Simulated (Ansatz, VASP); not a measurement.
# Fe in VASP and in Ansatz

The input INCAR:

```
  PREC = Accurate
  ENCUT = 520
  EDIFF = 1E-8
  ISMEAR = -1
  SIGMA = 0.05
  LREAL = F
  LASPH = T
  NELM = 200
  ALGO = Normal
  ISIF = 2
  LWAVE = F
  LCHARG = F
  ISPIN = 2
  MAGMOM = 3
  LORBIT = 11
  LMAXMIX = 4
  GGA = PE
  LEFG = T
  NBANDS = 18
  GGA_COMPAT = F
```

Contents of KPOINTS:

```
Automatic mesh
0
Gamma
  18 18 18
```

File POSCAR:

```
Fe
1.0
    0.0000000000      1.7754728505      1.7754728505
    1.7754728505      0.0000000000      1.7754728505
    1.7754728505      1.7754728505      0.0000000000
Fe
1
Direct
    0.0000000000      0.0000000000      0.0000000000
```

Input for Ansatz:

```yaml
crystal:
  lattice:
    - [0.0, 1.7754728505, 1.7754728505]
    - [1.7754728505, 0.0, 1.7754728505]
    - [1.7754728505, 1.7754728505, 0.0]
  atoms:
    - { symbol: Fe, position: [0.0, 0.0, 0.0], spin: 3.0 }
magnetization:
  spin_polarized: true
kpoints:
  mp_grid: { grid: [18, 18, 18] }
scf:
  occupations: { method: fermi_dirac, width: 0.05 }
hamiltonian:
  xc: pbe
  pseudopotentials: { kind: paw }
output:
  forces: true
  stress: true
  eigenvalues: true
  efg: { contact_densities: true }
```

Change from the starting cell: volume scaled by 1.06, PAW files.

Alike in both runs: task electric field gradients; functional PBE; k mesh 18 × 18 × 18; occupations fermi-dirac, width 0.05 eV; collinear spin.

|  | VASP | Ansatz |
| --- | --- | --- |
| version | VASP 6.6.1 | Ansatz 0.2.0 |
| potentials or method | VASP PAW PBE potentials, release 64 (Fe_sv) | PAW with Ansatz's default frozen-core files, scalar-relativistic |
| plane-wave cutoff (eV) | 520 | 420 |
| valence electrons in the cell | 16 | 16 |

|  | VASP | Ansatz | Ansatz less VASP |
| --- | --- | --- | --- |
| pressure (GPa) | -14.0 | -10.6 | +3.41 |
| net moment per atom (μB) | 1.26 | 1.26 | -0.006 |
| size of the moment on the site where the two differ most (μB) | 1.26 | 1.28 | +0.022 |

Site moments also hang on the region over which each program counts them. The functional is the same, so the differences come from potentials, cutoffs and numerics.
